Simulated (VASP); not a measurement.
# Hg (P6_3/mmc) in VASP: further runs, part 2 of 2

VASP 6.6.1.

## 3. Single point, PBE+D3(BJ)

This run uses another cell than the first one, of the same volume but with other edges.

Input file INCAR:

```
SYSTEM = Hg
  PREC = Accurate
  ENCUT = 520
  EDIFF = 1E-6
  ISMEAR = 0
  SIGMA = 0.15
  LREAL = .False.
  LASPH = .True.
  NELM = 100
  ALGO = Normal
  ISIF = 2
  LWAVE = .False.
  LCHARG = .False.
  GGA = PE
  IVDW = 12
  NBANDS = 19
```

Input file KPOINTS:

```
regular mesh
0
Gamma
  18 18 10
  0 0 0
```

Input file POSCAR:

```
Hg
1.0
    3.2576875949      0.0000000000      0.0000000000
   -1.6288437974      2.8212402147      0.0000000000
    0.0000000000      0.0000000000      6.1967767700
Hg
2
Direct
    0.6666666667      0.3333333333      0.7500000000
    0.3333333333      0.6666666667      0.2500000000
```

Potentials or basis: VASP PAW PBE potentials, release 64 (Hg).

On the command line:

```console
$ cat potpaw_PBE.64/Hg/POTCAR > POTCAR
$ mpirun -np 1 vasp_std > vasp.out
```

OUTCAR:

```text
SYSTEM = Hg
   PREC = Accurate
   ENCUT = 520
   EDIFF = 1E-6
   ISMEAR = 0
   LREAL = .False.
   LASPH = .True.
   NELM = 100
   ISIF = 2
   GGA = PE
   IVDW = 12
 IVDW          = 12

 ion  position               nearest neighbor table
   1  0.667  0.333  0.750-   2 3.62   2 3.62   2 3.62   2 3.62   2 3.62   2 3.62
   2  0.333  0.667  0.250-   1 3.62   1 3.62   1 3.62   1 3.62   1 3.62   1 3.62

  LATTYP: Found a hexagonal cell.
 ALAT       =     3.2576875949
 C/A-ratio  =     1.9022010520

  Lattice vectors:

 A1 = (   3.2576875949,   0.0000000000,   0.0000000000)
 A2 = (  -1.6288437974,   2.8212402147,   0.0000000000)
 A3 = (   0.0000000000,   0.0000000000,   6.1967767700)

Analysis of symmetry for initial positions (statically):
=====================================================================
 Subroutine PRICEL returns:
 Original cell was already a primitive cell.

 Routine SETGRP: Setting up the symmetry group for a
 hexagonal supercell.

 Subroutine GETGRP returns: Found 24 space group operations
 (whereof 12 operations were pure point group operations)
 out of a pool of 24 trial point group operations.

The static configuration has the point symmetry D_3d.
 The point group associated with its full space group is D_6h.

Analysis of symmetry for dynamics (positions and initial velocities):
=====================================================================
 Subroutine PRICEL returns:
 Original cell was already a primitive cell.

 Routine SETGRP: Setting up the symmetry group for a
 hexagonal supercell.

 Subroutine GETGRP returns: Found 24 space group operations
 (whereof 12 operations were pure point group operations)
 out of a pool of 24 trial point group operations.

The dynamic configuration has the point symmetry D_3d.
 The point group associated with its full space group is D_6h.

 Subroutine INISYM returns: Found 24 space group operations
 (whereof 12 operations are pure point group operations),
 and found     1 'primitive' translations

----------------------------------------------------------------------------------------

                                     Primitive cell

  volume of cell :      56.9528

  direct lattice vectors                    reciprocal lattice vectors
     3.257687595  0.000000000  0.000000000     0.306966206  0.177227021  0.000000000
    -1.628843797  2.821240215  0.000000000     0.000000000  0.354454043  0.000000000
     0.000000000  0.000000000  6.196776770     0.000000000  0.000000000  0.161374217

  length of vectors
     3.257687595  3.257687595  6.196776770     0.354454043  0.354454043  0.161374217

  position of ions in fractional coordinates (direct lattice)
     0.666666667  0.333333333  0.750000000
     0.333333333  0.666666667  0.250000000

  ion indices of the primitive-cell ions
   primitive index   ion index
                 1           1
                 2           2

----------------------------------------------------------------------------------------

 KPOINTS: regular mesh

Automatic generation of k-mesh.
 Grid dimensions read from file:
 generate k-points for:   18   18   10

 Generating k-lattice:

  Cartesian coordinates                     Fractional coordinates (reciprocal lattice)
     0.017053678  0.009845946  0.000000000     0.055555556  0.000000000  0.000000000
     0.000000000  0.019691891  0.000000000     0.000000000  0.055555556  0.000000000
     0.000000000  0.000000000  0.016137422     0.000000000  0.000000000  0.100000000

  Length of vectors
     0.019691891  0.019691891  0.016137422

  Shift w.r.t. Gamma in fractional coordinates (k-lattice)
     0.000000000  0.000000000  0.000000000

 Subroutine IBZKPT returns following result:
 ===========================================

 Found    222 irreducible k-points:

 Following reciprocal coordinates:
            Coordinates               Weight
  0.000000  0.000000  0.000000      1.000000
  0.055556  0.000000  0.000000      6.000000
  0.111111  0.000000  0.000000      6.000000
  0.166667 -0.000000  0.000000      6.000000
  0.222222 -0.000000  0.000000      6.000000
  0.277778  0.000000  0.000000      6.000000
[... 16 lines left out ...]
  0.333333  0.111111  0.000000     12.000000
  0.388889  0.111111  0.000000     12.000000
 [... further k-points ...]
   k-points           NKPTS =    222   k-points in BZ     NKDIM =    222   number of bands    NBANDS=     19
   number of dos      NEDOS =    301   number of ions     NIONS =      2
   total plane-waves  NPLWV =  27648
   dimension x,y,z NGX =    24 NGY =   24 NGZ =   48
   dimension x,y,z NGXF=    48 NGYF=   48 NGZF=   96
   ions per type =               2
   NGX,Y,Z   is equivalent  to a cutoff of  12.25, 12.25, 12.88 a.u.
   NGXF,Y,Z  is equivalent  to a cutoff of  24.50, 24.50, 25.75 a.u.
 SYSTEM =  Hg
   PREC   = accura    normal or accurate (medium, high low for compatibility)
   ISTART =      0    job   : 0-new  1-cont  2-samecut
   ICHARG =      2    charge: 1-file 2-atom 10-const
   ISPIN  =      1    spin polarized calculation?
   LNONCOLLINEAR =      F non collinear calculations
   LSORBIT =      F    spin-orbit coupling
   LASPH  =      T    aspherical Exc in radial PAW
   ENCUT  =  520.0 eV  38.22 Ry    6.18 a.u.   6.06  6.06 11.52*2*pi/ulx,y,z
   NELM   =    100;   NELMIN=  2; NELMDL= -5     # of ELM steps
   EDIFF  = 0.1E-05   stopping-criterion for ELM
   LREAL  =      F    real-space projection
   EDIFFG = 0.1E-04   stopping-criterion for IOM
   NSW    =      0    number of steps for IOM
   IBRION =     -1    ionic relax: 0-MD 1-quasi-New 2-CG
   NFREE  =      0    steps in history (QN), initial steepest desc. (CG)
   ISIF   =      2    stress and relaxation
   ISYM   =      2    0-nonsym 1-usesym 2-fastsym
   POTIM  = 0.5000    time-step for ionic-motion
   TEBEG  =    0.0;   TEEND  =   0.0 temperature during run
   PSTRESS=    0.0 pullay stress
   NELECT =      24.0000    total number of electrons
   NUPDOWN=      -1.0000    fix difference up-down
   EMIN   =  10.00;   EMAX   =-10.00  energy-range for DOS
   EFERMI =   0.00;   METHOD = LEGACY
   ISMEAR =     0;   SIGMA  =   0.15  broadening in eV -4-tet -1-fermi 0-gaus
   EFERMI_NEDOS =   21; number of points for ismear=-14 and -15
   IALGO  =     38    algorithm
   IMIX   =      4    mixing-type and parameters
     AMIX     =   0.40;   BMIX     =  1.00
     AMIX_MAG =   1.60;   BMIX_MAG =  1.00
  volume/ion in A,a.u.               =      28.48       192.17
  Fermi-wavevector in a.u.,A,eV,Ry     =   1.227364  2.319382 20.496128  1.506423
  Thomas-Fermi vector in A             =   2.362330
   LORBIT       =      0    0 simple, 1 ext, 2 COOP (PROOUT), +10 PAW based schemes
   GGA     = PE    functional components
   LHFCALC =     F    Hartree Fock is set to
   AEXX    =    0.0000 exact exchange contribution
   IVDW    =    12    specifies the selected vdW correction
   LEPSILON=     F    determine dielectric tensor
   LRPA    =     F    only Hartree local field effects (RPA)
 non-spin polarized calculation
 Gauss-broadening in eV      SIGMA  =   0.15
  energy-cutoff  :      520.00
  volume of cell :       56.95
 maximum number of plane-waves:      1572
   NGX = 13   NGY = 13   NGZ = 23

 number of electron      23.9999992 magnetization

 Free energy of the ion-electron system (eV)
  ---------------------------------------------------
  ext. energy  EPLUGINS =         0.00000000
  ---------------------------------------------------
  free energy    TOTEN  =        -0.30369211 eV

  energy without entropy =       -0.29727520  energy(sigma->0) =       -0.30048366

 E-fermi :   1.1128     XC(G=0):  -9.8200

 val. band max:        1.1076591543   @ k =   0.3333   0.2222   0.1000
 cond. band min:       1.1162335863   @ k =   0.3333   0.2222   0.0000
 fundamental gap:      0.0085744320
 Fermi energy:         1.1127958719

 k-point     1 :       0.0000    0.0000    0.0000
  band No.  band energies     occupation
      1      -6.3387      2.00000
      2      -5.9514      2.00000
      3      -5.2980      2.00000
      4      -5.0950      2.00000
      5      -5.0950      2.00000
      6      -5.0508      2.00000
[... 11 lines left out ...]
     18      15.5207      0.00000
     19      16.0277      0.00000
[... 485 lines left out ...]
 k-point    24 :       0.3889    0.1111    0.0000
  band No.  band energies     occupation
      1      -5.6950      2.00000
      2      -5.5740      2.00000
      3      -5.4111      2.00000
      4      -5.0216      2.00000
      5      -4.8809      2.00000
      6      -4.8174      2.00000
[... 11 lines left out ...]
     18      11.0406      0.00000
     19      12.9361      0.00000

 [... further k-points ...]

------------------------ aborting loop because EDIFF is reached ----------------------------------------

 Edisp (eV)   -0.73621

 E8    (eV) :    -0.3348

  FORCE on cell =-STRESS in cart. coord.  units (eV):
  Direction    XX          YY          ZZ          XY          YZ          ZX
  --------------------------------------------------------------------------------------
  -------------------------------------------------------------------------------------
  Total      -0.07765    -0.07765    -0.93301    -0.00000     0.00000     0.00000
  in kB      -2.18436    -2.18436   -26.24711    -0.00000     0.00000     0.00000
  external pressure =      -10.21 kB  Pullay stress =        0.00 kB

 VOLUME and BASIS-vectors are now :
 -----------------------------------------------------------------------------
  energy-cutoff  :      520.00
  volume of cell :       56.95
      direct lattice vectors                 reciprocal lattice vectors
     3.257687595  0.000000000  0.000000000     0.306966206  0.177227021  0.000000000
    -1.628843797  2.821240215  0.000000000     0.000000000  0.354454043  0.000000000
     0.000000000  0.000000000  6.196776770     0.000000000  0.000000000  0.161374217

 POSITION                                       TOTAL-FORCE (eV/Angst)
 -----------------------------------------------------------------------------------
      1.62884      0.94041      4.64758         0.000000     -0.000000      0.000000
     -0.00000      1.88083      1.54919        -0.000000      0.000000      0.000000
 -----------------------------------------------------------------------------------
    total drift:                                0.000000     -0.000000      0.000000

  FREE ENERGIE OF THE ION-ELECTRON SYSTEM (eV)
  ---------------------------------------------------
  free  energy   TOTEN  =        -1.0398974933 eV

  energy  without entropy=       -1.0334805767  energy(sigma->0) =       -1.03668904
```

OSZICAR:

```text
N       E                     dE             d eps       ncg     rms          rms(c)
DAV:   1     0.176892717939E+03    0.17689E+03   -0.12190E+04  8436   0.119E+03
DAV:   2     0.417964347809E+01   -0.17271E+03   -0.16380E+03  8748   0.307E+02
DAV:   3    -0.327294993829E+00   -0.45069E+01   -0.44885E+01  9657   0.541E+01
DAV:   4    -0.335582856671E+00   -0.82879E-02   -0.82864E-02  9222   0.230E+00
DAV:   5    -0.335597896235E+00   -0.15040E-04   -0.15039E-04  9283   0.920E-02    0.309E+00
DAV:   6    -0.304742109131E+00    0.30856E-01   -0.79269E-02  9364   0.282E+00    0.240E+00
DAV:   7    -0.303457450579E+00    0.12847E-02   -0.14834E-02  9251   0.102E+00    0.940E-01
DAV:   8    -0.303634536232E+00   -0.17709E-03   -0.20727E-03  9087   0.490E-01    0.535E-02
DAV:   9    -0.303662364698E+00   -0.27828E-04   -0.21471E-05  9663   0.440E-02    0.190E-02
DAV:  10    -0.303692201993E+00   -0.29837E-04   -0.33708E-05  8998   0.434E-02    0.312E-03
DAV:  11    -0.303692114142E+00    0.87851E-07   -0.24675E-07  5818   0.377E-03
   1 F= -.10398975E+01 E0= -.10366890E+01  d E =-.641692E-02
```

Wall time 67 s (1 thread of Intel Xeon Platinum 8559C (Emerald Rapids), shared host); peak memory 0.33 GiB.

What came out:

```yaml
Free_energy: -1.0399 eV
Pressure: -1.0 GPa
Band_gap_on_the_k_mesh: zero (band 12 reaches 1.22 eV, above the bottom of band 13 at 0.11 eV)
Dispersion_energy_per_atom: -0.368 eV
```

Stress tensor (GPa, compression positive):
```
-0.22  0.00  0.00
 0.00 -0.22  0.00
 0.00  0.00 -2.62
```

Caveat: spin-orbit coupling is left out, which moves the levels of the heavy elements; pairwise dispersion overbinds metals, which lowers pressure and volume.

## 4. Single point, PBE+D3(BJ)

This run uses another cell than the first one, of the same volume but with other edges.

Input file INCAR:

```
SYSTEM = Hg
  PREC = Accurate
  ENCUT = 520
  EDIFF = 1E-6
  ISMEAR = 0
  SIGMA = 0.15
  LREAL = .FALSE.
  LASPH = .TRUE.
  NELM = 100
  ALGO = Normal
  ISIF = 2
  LWAVE = .FALSE.
  LCHARG = .TRUE.
  GGA = PE
  IVDW = 12
  LELF = .TRUE.
  LVHAR = .TRUE.
  NBANDS = 19
```

Input file KPOINTS:

```
Automatic mesh
0
G
  18 18 10
  0 0 0
```

Input file POSCAR:

```
Hg
1.0
    3.5593763213      0.0000000000      0.0000000000
   -1.7796881606      3.0825103159      0.0000000000
    0.0000000000      0.0000000000      5.1908311935
Hg
2
Direct
    0.6666666667      0.3333333333      0.7500000000
    0.3333333333      0.6666666667      0.2500000000
```

On the command line:

```console
$ cat potpaw_PBE.64/Hg/POTCAR > POTCAR
$ mpirun -np 1 vasp_std > vasp.out
```

Run time: 82 s. Hardware: 1 thread of Intel Xeon Platinum 8559C (Emerald Rapids), shared host; peak memory 0.34 GiB.

Results (log left out):

```
Free energy                : -1.0886 eV
Pressure                   : -1.0 GPa
Band gap on the k mesh     : zero (band 12 reaches 1.18 eV, above the bottom of band 13 at 0.97 eV)
Dispersion energy per atom : -0.368 eV
```

Stress tensor (GPa, compression positive):
```
-1.23  0.00  0.00
 0.00 -1.23  0.00
 0.00  0.00 -0.57
```

Levels at points of the mesh, in eV from the Fermi level:
| k point | band 8 | band 9 | band 10 | band 11 | band 12 | band 13 | band 14 | band 15 | band 16 | band 17 |
| --- | --- | --- | --- | --- | --- | --- | --- | --- | --- | --- |
| (0.00, 0.00, 0.00) | -6.05 | -6.01 | -5.46 | -5.46 | -0.59 | -0.09 | 9.90 | 9.90 | 12.02 | 12.25 |
| (0.50, 0.00, 0.00) | -5.59 | -5.47 | -5.31 | -2.72 | -2.04 | 2.93 | 3.90 | 4.26 | 5.75 | 7.01 |
| (0.00, 0.00, 0.50) | -5.61 | -5.61 | -5.61 | -5.50 | -5.50 | 7.83 | 7.83 | 11.06 | 11.06 | 11.06 |
| (0.50, 0.00, 0.50) | -5.50 | -5.49 | -5.49 | -1.44 | -1.44 | 0.22 | 0.22 | 7.92 | 7.92 | 9.68 |

Caveat: spin-orbit coupling is left out, which moves the levels of the heavy elements; pairwise dispersion overbinds metals, which lowers pressure and volume.

## 5. The runs side by side

```csv
cell,gap on the mesh (eV),pressure (GPa)
"a = 3.354, b = 3.354, c = 5.848 Å, angles 90.0, 90.0, 120.0°, 2 atoms",none,-1.0
"a = 3.258, b = 3.258, c = 6.197 Å, angles 90.0, 90.0, 120.0°, 2 atoms",none,-1.0
"a = 3.559, b = 3.559, c = 5.191 Å, angles 90.0, 90.0, 120.0°, 2 atoms",none,-1.0
```

Alike in all rows: task single point; level PBE+D3(BJ); potentials or basis VASP PAW PBE potentials, release 64 (Hg); no spin polarisation; k mesh 18 × 18 × 10; cutoff (eV) 520; smearing gaussian 0.15 eV.

Caveats: spin-orbit coupling is left out, which moves the levels of the heavy elements; pairwise dispersion overbinds metals, which lowers pressure and volume.

Total energies depend on the potentials used, so only differences within one code and one set of settings carry meaning.
